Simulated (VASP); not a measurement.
Write the native input for VASP 6.6.1 that does the following.

```
Task                   : single point
Functional             : LDA
Potentials or basis    : VASP PAW LDA potentials, release 64 (Sr_sv, O)
Cutoff                 : 520 eV
k mesh                 : 9 × 9 × 6
Occupations            : gaussian, width 0.05 eV
Spin                   : no spin polarisation
Dipole correction      : no
Further INCAR settings : ALGO = Normal; EDIFF = 1e-06; NBANDS = 24
```

The structure of SrO lies in POSCAR:

```
SrO
1.0
    3.9334289643      0.0000000000      0.0000000000
   -1.9667144822      3.4064494071      0.0000000000
    0.0000000000      0.0000000000      5.1555949900
Sr O
2 2
Direct
    0.3333333333      0.6666666667      0.9381277000
    0.6666666667      0.3333333333      0.4381277000
    0.3333333333      0.6666666667      0.4368723000
    0.6666666667      0.3333333333      0.9368723000
```

This cell differs from its parent crystal: strain -0.080 along x and y, +0.000 along z.

The input as run:

INCAR

```
ALGO     = Normal         # electronic algorithm
EDIFF    = 1E-6           # SCF threshold, eV
ENCUT    = 520            # plane-wave cutoff, eV
GGA      = CA             # functional
ISIF     = 2              # what is computed and relaxed
ISMEAR   = 0              # smearing method
LASPH    = True           # aspherical terms in the spheres
LCHARG   = True           # write CHGCAR
LELF     = True           # ELF
LREAL    = False          # projectors in reciprocal space
LVHAR    = True         
LWAVE    = False          # write WAVECAR
NBANDS   = 24             # bands
NELM     = 80             # most SCF steps
PREC     = Accurate       # precision mode
SIGMA    = 0.05           # smearing width, eV
```

KPOINTS

```
k-points
0
Gamma
  9 9 6
```

Potentials or basis: VASP PAW LDA potentials, release 64 (Sr_sv, O).

Command:

```console
$ cat potpaw_LDA.64/Sr_sv/POTCAR potpaw_LDA.64/O/POTCAR > POTCAR
$ mpirun -np 1 vasp_std > vasp.out
```

It gave:

```
Pressure               : 13.1 GPa
Band gap on the k mesh : 2.76 eV (least direct gap 3.05 eV)
```

Caveat: the cell differs from its parent crystal (strain -0.080 along x and y, +0.000 along z); the stress differs along the axes, from 3 to 18 GPa.

Wall time 110 s on 1 thread of Intel Xeon 8259CL (shared host), peak memory 0.2 GiB.
